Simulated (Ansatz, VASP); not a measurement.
**Two plane-wave programs on AlCu3**

```
Al Cu
1.0
     0.00000    2.88347    2.88347
     2.88347    0.00000    2.88347
     2.88347    2.88347    0.00000
Al Cu
1 3
Direct
  0.01734 0.98266 0.98266
  0.50109 0.49891 0.49891
  0.24577 0.25423 0.25423
  0.74577 0.75423 0.75423
```

Change from the starting cell: mode 10 (297.4 1/cm) frozen in, largest displacement -0.100 Å.

Alike in both runs: task single point; functional PBEsol; k mesh 14 × 14 × 14; occupations gaussian, width 0.15 eV; no spin polarisation.

|  | VASP | Ansatz |
| --- | --- | --- |
| version | VASP 6.6.1 | Ansatz 0.2.0 |
| potentials or method | VASP PAW PBE potentials, release 64 (Al, Cu), cutoff 520 eV | scalar-relativistic, plane waves, PAW |
| valence electrons in the cell | 36 | 60 |

|  | VASP | Ansatz | Ansatz less VASP |
| --- | --- | --- | --- |
| gap on the k mesh at the Fermi level (eV) | none | none | - |
| pressure (GPa) | 1.2 | 0.6 | -0.53 |
| traceless stress, the component that is largest in VASP (GPa) | -0.31 | -0.30 | +0.004 |
| rms of the force components (eV/Å) | 0.330 | 0.328 | -0.0018 |

VASP's potentials were made for PBE, not for PBEsol. Atom by atom the forces differ by 0.002 eV/Å (rms over components). A gap of «none» marks a metal or a gap that the smearing closes. VASP's potentials hold 36 valence electrons a cell and Ansatz's 60, so a difference there can come from the potentials and not from the codes.
